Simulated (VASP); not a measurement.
Input of a VASP 6.6.1 run:

INCAR

```
SYSTEM = SiC
PREC = Accurate ; ENCUT = 600
EDIFF = 1E-6 ; ISMEAR = 1
SIGMA = 0.05 ; LREAL = .False.
LASPH = .True. ; NELM = 120
ALGO = Normal ; ISIF = 2
LWAVE = .False. ; LCHARG = .False.
GGA = PE ; NBANDS = 11
GGA_COMPAT = .False.
```

File KPOINTS:

```
regular mesh
0
Gamma
  8 8 8
  0 0 0
```

The input POSCAR:

```
SiC
1.0
    0.0000000000      2.1780523476      2.1780523476
    2.1780523476      0.0000000000      2.1780523476
    2.1780523476      2.1780523476      0.0000000000
Si C
1 1
Direct
    0.0000000000      0.0000000000      0.0000000000
    0.2500000000      0.2500000000      0.2500000000
```

Potentials or basis: VASP PAW PBE potentials, release 64 (Si, C).

Launch:

```sh
$ cat potpaw_PBE.64/Si/POTCAR potpaw_PBE.64/C/POTCAR > POTCAR
$ mpirun -np 1 vasp_std > vasp.out
```

(1) Predict the pressure.

(2) Estimate the band gap on the k mesh.

## Answers

(1) 3.4 GPa.

(2) 1.36 eV, indirect (least direct gap 4.54 eV).
